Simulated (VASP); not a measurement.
# RbCl (Fm-3m) in VASP: single point with PBE

Aim: the single point of RbCl with PBE.

All numbers are computed with VASP 6.6.1; they aren't measurements. Logs are shortened: lines on timing, memory, paths and dates and some standing lists are left out, and cuts for length are marked.

**1. The cell of the first run**

Symmetry: Fm-3m, No. 225, cubic system. The conventional cell has a = 6.548 Å, b = 6.548 Å, c = 6.548 Å, α = 90.00°, β = 90.00°, γ = 90.00°. Within 4.3 Å of Rb (site symmetry m-3m) lie 6 Cl at 3.27 Å. Cl (site symmetry m-3m) has 6 Rb at 3.27 Å within 4.3 Å.

**2. Single point, PBE, non-collinear spin, zero start, spin-orbit coupling**

Input file INCAR:

```
SYSTEM = RbCl
PREC = Accurate ; ENCUT = 500
EDIFF = 1E-6 ; ISMEAR = -1
SIGMA = 0.03 ; LREAL = .False.
LASPH = .True. ; NELM = 200
ALGO = Normal ; ISIF = 2
LWAVE = .False. ; LCHARG = .True.
MAGMOM = 0 0 0 0 0 0 ; LORBIT = 11
LSORBIT = .True. ; GGA_COMPAT = .False.
LORBMOM = .True. ; GGA = PE
LVHAR = .True. ; NBANDS = 28
```

Input file KPOINTS:

```
regular mesh
0
Gamma
  6 6 6
  0 0 0
```

Input file POSCAR:

```
RbCl
1.0
    0.0000000000      3.2740000000      3.2740000000
    3.2740000000      0.0000000000      3.2740000000
    3.2740000000      3.2740000000      0.0000000000
Rb Cl
1 1
Direct
    0.0000000000      0.0000000000      0.0000000000
    0.5000000000      0.5000000000      0.5000000000
```

Potentials or basis: VASP PAW PBE potentials, release 64 (Rb_sv, Cl).

The run is started by

```sh
$ cat potpaw_PBE.64/Rb_sv/POTCAR potpaw_PBE.64/Cl/POTCAR > POTCAR
$ mpirun -np 1 vasp_ncl > vasp.out
```

OUTCAR:

```text
SYSTEM = RbCl
   PREC = Accurate
   ENCUT = 500
   EDIFF = 1E-6
   ISMEAR = -1
   LREAL = .False.
   LASPH = .True.
   NELM = 200
   ISIF = 2
   LORBIT = 11
   LSORBIT = .True.
   GGA = PE

 ion  position               nearest neighbor table
   1  0.000  0.000  0.000-   2 3.27   2 3.27   2 3.27   2 3.27   2 3.27   2 3.27
   2  0.500  0.500  0.500-   1 3.27   1 3.27   1 3.27   1 3.27   1 3.27   1 3.27

  LATTYP: Found a face centered cubic cell.
 ALAT       =     6.5480000000

  Lattice vectors:

 A1 = (   0.0000000000,   3.2740000000,   3.2740000000)
 A2 = (   3.2740000000,   0.0000000000,   3.2740000000)
 A3 = (   3.2740000000,   3.2740000000,   0.0000000000)

Analysis of symmetry for initial positions (statically):
=====================================================================
 Subroutine PRICEL returns:
 Original cell was already a primitive cell.

 Routine SETGRP: Setting up the symmetry group for a
 face centered cubic supercell.

 Subroutine GETGRP returns: Found 48 space group operations
 (whereof 48 operations were pure point group operations)
 out of a pool of 48 trial point group operations.

The static configuration has the point symmetry O_h .

Analysis of symmetry for dynamics (positions and initial velocities):
=====================================================================
 Subroutine PRICEL returns:
 Original cell was already a primitive cell.

 Routine SETGRP: Setting up the symmetry group for a
 face centered cubic supercell.

 Subroutine GETGRP returns: Found 48 space group operations
 (whereof 48 operations were pure point group operations)
 out of a pool of 48 trial point group operations.

The dynamic configuration has the point symmetry O_h .

Analysis of structural, dynamic, and magnetic symmetry:
=====================================================================
 Subroutine PRICEL returns:
 Original cell was already a primitive cell.

 Routine SETGRP: Setting up the symmetry group for a
 face centered cubic supercell.

 Subroutine GETGRP returns: Found 48 space group operations
 (whereof 48 operations were pure point group operations)
 out of a pool of 48 trial point group operations.

The overall configuration has the point symmetry O_h .

 Subroutine INISYM returns: Found 48 space group operations
 (whereof 48 operations are pure point group operations),
 and found     1 'primitive' translations

----------------------------------------------------------------------------------------

                                     Primitive cell

  volume of cell :      70.1885

  direct lattice vectors                    reciprocal lattice vectors
     0.000000000  3.274000000  3.274000000    -0.152718387  0.152718387  0.152718387
     3.274000000  0.000000000  3.274000000     0.152718387 -0.152718387  0.152718387
     3.274000000  3.274000000  0.000000000     0.152718387  0.152718387 -0.152718387

  length of vectors
     4.630135203  4.630135203  4.630135203     0.264516006  0.264516006  0.264516006

  position of ions in fractional coordinates (direct lattice)
     0.000000000  0.000000000  0.000000000
     0.500000000  0.500000000  0.500000000

  ion indices of the primitive-cell ions
   primitive index   ion index
                 1           1
                 2           2

----------------------------------------------------------------------------------------

 KPOINTS: regular mesh

Automatic generation of k-mesh.
 Grid dimensions read from file:
 generate k-points for:    6    6    6

 Generating k-lattice:
[... 86 lines left out ...]
 maximum number of plane-waves:      3614
 NGX is ok and might be reduce to    36
   NGX = 17   NGY = 17   NGZ = 17

 number of electron      16.0000001 magnetization      -0.0000000     -0.0000000      0.0000000

 number of electron      16.0000001 magnetization       0.0000000     -0.0000000      0.0000000

 number of electron      16.0000001 magnetization      -0.0000000     -0.0000000     -0.0000000

 number of electron      16.0000001 magnetization       0.0000000      0.0000000      0.0000000

 Free energy of the ion-electron system (eV)
  ---------------------------------------------------
  ext. energy  EPLUGINS =         0.00000000
  ---------------------------------------------------
  free energy    TOTEN  =        -6.68580388 eV

  energy without entropy =       -6.68580388  energy(sigma->0) =       -6.68580388

 E-fermi :  -1.1702     XC(G=0):  -7.4138

 val. band max:       -1.7755591974   @ k =   0.0000   0.0000   0.0000
 cond. band min:       3.2259085860   @ k =   0.0000   0.0000   0.0000
 fundamental gap:      5.0014677834
 Fermi energy:        -1.1701732181

 k-point     1 :       0.0000    0.0000    0.0000
  band No.  band energies     occupation
      1     -25.7097      1.00000
      2     -25.7097      1.00000
      3     -13.8324      1.00000
      4     -13.8324      1.00000
      5     -10.3358      1.00000
      6     -10.3358      1.00000
[... 485 lines left out ...]
     27      10.0072      0.00000
     28      10.0072      0.00000

------------------------ aborting loop because EDIFF is reached ----------------------------------------

  FORCE on cell =-STRESS in cart. coord.  units (eV):
  Direction    XX          YY          ZZ          XY          YZ          ZX
  --------------------------------------------------------------------------------------
  -------------------------------------------------------------------------------------
  Total        0.5042995      0.5042995      0.5042995      0.0000000      0.0000000     -0.0000000
  in kB       11.5115312     11.5115312     11.5115312      0.0000000      0.0000000     -0.0000000
  external PRESSURE =      11.5115312 kB  Pullay stress =       0.0000000 kB

 VOLUME and BASIS-vectors are now :
 -----------------------------------------------------------------------------
  energy-cutoff  :      500.00
  volume of cell :       70.19
      direct lattice vectors                 reciprocal lattice vectors
     0.000000000  3.274000000  3.274000000    -0.152718387  0.152718387  0.152718387
     3.274000000  0.000000000  3.274000000     0.152718387 -0.152718387  0.152718387
     3.274000000  3.274000000  0.000000000     0.152718387  0.152718387 -0.152718387

 POSITION                                       TOTAL-FORCE (eV/Angst)
 -----------------------------------------------------------------------------------
      0.00000      0.00000      0.00000         0.000000      0.000000      0.000000
      3.27400      3.27400      3.27400        -0.000000      0.000000     -0.000000
 -----------------------------------------------------------------------------------
    total drift:                                0.000000      0.000000      0.000000

  FREE ENERGIE OF THE ION-ELECTRON SYSTEM (eV)
  ---------------------------------------------------
  free  energy   TOTEN  =        -6.6858038797 eV

  energy  without entropy=       -6.6858038797  energy(sigma->0) =       -6.68580388

 orbital moment (x)

 # of ion     p       d       tot
 ----------------------------------------
  1         0.000   0.000   0.000
  2         0.000   0.000   0.000
 ----------------------------------------
            0.000   0.000   0.000

 orbital moment (y)

 # of ion     p       d       tot
 ----------------------------------------
  1        -0.000  -0.000  -0.000
  2         0.000   0.000   0.000
 ----------------------------------------
            0.000  -0.000   0.000

 orbital moment (z)

 # of ion     p       d       tot
 ----------------------------------------
  1         0.000   0.000   0.000
  2         0.000   0.000   0.000
 ----------------------------------------
            0.000   0.000   0.000

 Spin-Orbit-Coupling matrix elements

 Ion:    1  E_soc:     -0.0523684
 l=   1
     0.0000000    -0.0087247    -0.0087247
    -0.0087247     0.0000000    -0.0087247
    -0.0087247    -0.0087247     0.0000000
 l=   2
     0.0000000     0.0000001     0.0000000     0.0000001    -0.0000035
     0.0000001     0.0000000    -0.0000026     0.0000001    -0.0000009
     0.0000000    -0.0000026     0.0000000    -0.0000026     0.0000000
     0.0000001     0.0000001    -0.0000026     0.0000000    -0.0000009
    -0.0000035    -0.0000009     0.0000000    -0.0000009     0.0000000
 l=   3
     0.0000000     0.0000000     0.0000000     0.0000000     0.0000000     0.0000000     0.0000000
     0.0000000     0.0000000     0.0000000     0.0000000     0.0000000     0.0000000     0.0000000
     0.0000000     0.0000000     0.0000000     0.0000000     0.0000000     0.0000000     0.0000000
     0.0000000     0.0000000     0.0000000     0.0000000     0.0000000     0.0000000     0.0000000
     0.0000000     0.0000000     0.0000000     0.0000000     0.0000000     0.0000000     0.0000000
     0.0000000     0.0000000     0.0000000     0.0000000     0.0000000     0.0000000     0.0000000
     0.0000000     0.0000000     0.0000000     0.0000000     0.0000000     0.0000000     0.0000000

 Ion:    2  E_soc:     -0.0029972
 l=   1
     0.0000000    -0.0004995    -0.0004995
    -0.0004995     0.0000000    -0.0004995
    -0.0004995    -0.0004995     0.0000000
 l=   2
     0.0000000     0.0000000     0.0000000     0.0000000     0.0000000
     0.0000000     0.0000000     0.0000000     0.0000000     0.0000000
     0.0000000     0.0000000     0.0000000     0.0000000     0.0000000
     0.0000000     0.0000000     0.0000000     0.0000000     0.0000000
     0.0000000     0.0000000     0.0000000     0.0000000     0.0000000
 l=   3
     0.0000000     0.0000000     0.0000000     0.0000000     0.0000000     0.0000000     0.0000000
     0.0000000     0.0000000     0.0000000     0.0000000     0.0000000     0.0000000     0.0000000
     0.0000000     0.0000000     0.0000000     0.0000000     0.0000000     0.0000000     0.0000000
     0.0000000     0.0000000     0.0000000     0.0000000     0.0000000     0.0000000     0.0000000
     0.0000000     0.0000000     0.0000000     0.0000000     0.0000000     0.0000000     0.0000000
     0.0000000     0.0000000     0.0000000     0.0000000     0.0000000     0.0000000     0.0000000
     0.0000000     0.0000000     0.0000000     0.0000000     0.0000000     0.0000000     0.0000000

 total charge

# of ion       s       p       d       tot
------------------------------------------
    1        1.940   5.354   0.024   7.318
    2        1.589   3.568   0.000   5.157
--------------------------------------------------
tot          3.529   8.922   0.024  12.475

 magnetization (x)

# of ion       s       p       d       tot
------------------------------------------
    1        0.000   0.000  -0.000  -0.000
    2       -0.000   0.000   0.000  -0.000
--------------------------------------------------
tot         -0.000   0.000  -0.000  -0.000

 magnetization (y)

# of ion       s       p       d       tot
------------------------------------------
    1        0.000   0.000   0.000   0.000
    2       -0.000  -0.000   0.000  -0.000
--------------------------------------------------
tot          0.000  -0.000   0.000   0.000

 magnetization (z)

# of ion       s       p       d       tot
------------------------------------------
    1        0.000  -0.000   0.000   0.000
    2       -0.000  -0.000   0.000  -0.000
--------------------------------------------------
tot          0.000  -0.000   0.000   0.000
```

It took 2.4 min on 1 thread of Intel Xeon 8259CL, shared host; peak memory 0.4 GiB.

Results:

```
Free energy                                           : -6.6858 eV
Pressure                                              : 1.2 GPa
Net moment                                            : 0.00 μB per cell
Valence electrons inside the program's atomic spheres : Rb 7.32; Cl 5.16
```

Moments on the atoms (μB; x, y, z):
```
Rb  0.00 0.00 0.00
Cl  0.00 0.00 0.00
```
